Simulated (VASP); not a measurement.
The system is TaSi2.

```xyz
9
Lattice="4.7800 0.0000 0.0000 -2.3900 4.1396 0.0000 0.0000 0.0000 6.5640" Properties=species:S:1:pos:R:3 pbc="T T T"
Ta   -1.1950    2.0698    1.0940
Ta    1.1950    2.0698    5.4700
Ta    2.3900    0.0000    3.2820
Si    1.1949    0.6899    1.0940
Si   -1.1951    3.4497    5.4700
Si    2.3900    2.7599    3.2820
Si    1.1951    3.4497    1.0940
Si    3.5851    0.6899    5.4700
Si    0.0000    1.3797    3.2820
```

Base run:

| Item | Value |
| --- | --- |
| Program | VASP 6.6.1 |
| Functional | r2SCAN |
| Potentials or basis | VASP PAW PBE potentials, release 64 (Ta_sv_GW, Si) |
| Cutoff | 550 eV |
| k mesh | 5 × 5 × 3 |
| Occupations | fermi-dirac, width 0.05 eV |
| Spin | no spin polarisation |
| Hubbard terms | Ta d U = 6.0 eV |

Its results: band gap on the k mesh zero (an odd number of electrons rules out a gap without spin polarisation); pressure 9.4 GPa; largest force 1.009 eV/Å.

The run is repeated on the same cell with these changes: hubbard terms from Ta d U = 6.0 eV to Ta d U = 3.0 eV. What comes out?

Band gap on the k mesh zero (an odd number of electrons rules out a gap without spin polarisation); pressure 4.4 GPa; largest force 0.927 eV/Å.

Caveats: the cell stands under pressure; the PAW data sets were made with another functional, which shifts forces and pressure a little; spin-orbit coupling is left out, which moves the levels of the heavy elements; an odd number of electrons without spin polarisation forces a metal; a magnetic or distorted state may lie lower; U without spin polarisation on a metal has little footing; the U is typed as a test and isn't derived for this compound.
